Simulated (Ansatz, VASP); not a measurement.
**One calculation of NaH, two programs**

File POSCAR:

```
NaH
1.0
    3.3191587698      0.0000000000      0.0000000000
   -1.6595793849      2.8744758138      0.0000000000
    0.0000000000      0.0000000000      5.8309537900
Na H
2 2
Direct
    0.0000000000      0.0000000000      0.0000000000
    0.0000000000      0.0000000000      0.5000000000
    0.3333333333      0.6666666667      0.2500000000
    0.6666666667      0.3333333333      0.7500000000
```

Contents of INCAR.step1:

```
  PREC = Accurate
  ENCUT = 520
  ISMEAR = 0
  SIGMA = 0.01
  LREAL = F
  LASPH = T
  NELM = 80
  NBANDS = 16
  GGA = PE
  ALGO = Normal
  EDIFF = 1E-4
  LWAVE = T
  LCHARG = F
```

INCAR.step2

```
  PREC = Accurate
  ENCUT = 520
  EDIFF = 1E-7
  ISMEAR = 0
  SIGMA = 0.01
  LREAL = F
  LASPH = T
  NELM = 80
  ALGO = Normal
  ISIF = 2
  LWAVE = F
  LCHARG = F
  METAGGA = R2SCAN
  LMIXTAU = T
  NBANDS = 16
  ISTART = 1
```

Contents of KPOINTS:

```
regular mesh
0
Gamma
  9 9 4
```

Input for Ansatz:

```yaml
crystal:
  lattice:
    - [3.3191587698, 0.0, 0.0]
    - [-1.6595793849, 2.8744758138, 0.0]
    - [0.0, 0.0, 5.83095379]
  atoms:
    - { symbol: Na, position: [0.0, 0.0, 0.0] }
    - { symbol: Na, position: [0.0, 0.0, 0.5] }
    - { symbol: H, position: [0.3333333333, 0.6666666667, 0.25] }
    - { symbol: H, position: [0.6666666667, 0.3333333333, 0.75] }
kpoints:
  mp_grid: { grid: [9, 9, 4] }
hamiltonian:
  xc: r2scan
scf:
  occupations: { method: fixed }
  n_extra_bands: 5
output:
  forces: true
  stress: true
  eigenvalues: true
```

Alike in both runs: task single point; functional r2SCAN; k mesh 9 × 9 × 4; no spin polarisation.

|  | VASP | Ansatz |
| --- | --- | --- |
| version | VASP 6.6.1 | Ansatz 0.2.0 |
| potentials or method | VASP PAW PBE potentials, release 64 (Na_pv, H) | plane waves, PAW |
| plane-wave cutoff (eV) | 520 | 500 |
| occupations | gaussian, width 0.01 eV | fixed |
| valence electrons in the cell | 16 | 20 |

|  | VASP | Ansatz | Ansatz less VASP |
| --- | --- | --- | --- |
| gap on the k mesh at the Fermi level (eV) | 4.04 | 4.02 | -0.019 |
| pressure (GPa) | -0.2 | 0.0 | +0.23 |
| traceless stress, the component that is largest in VASP (GPa) | 0.11 | 0.00 | -0.116 |

VASP's potentials were made for PBE, not for r2SCAN. VASP's potentials hold 16 valence electrons a cell and Ansatz's 20, so a difference there can come from the potentials and not from the codes.
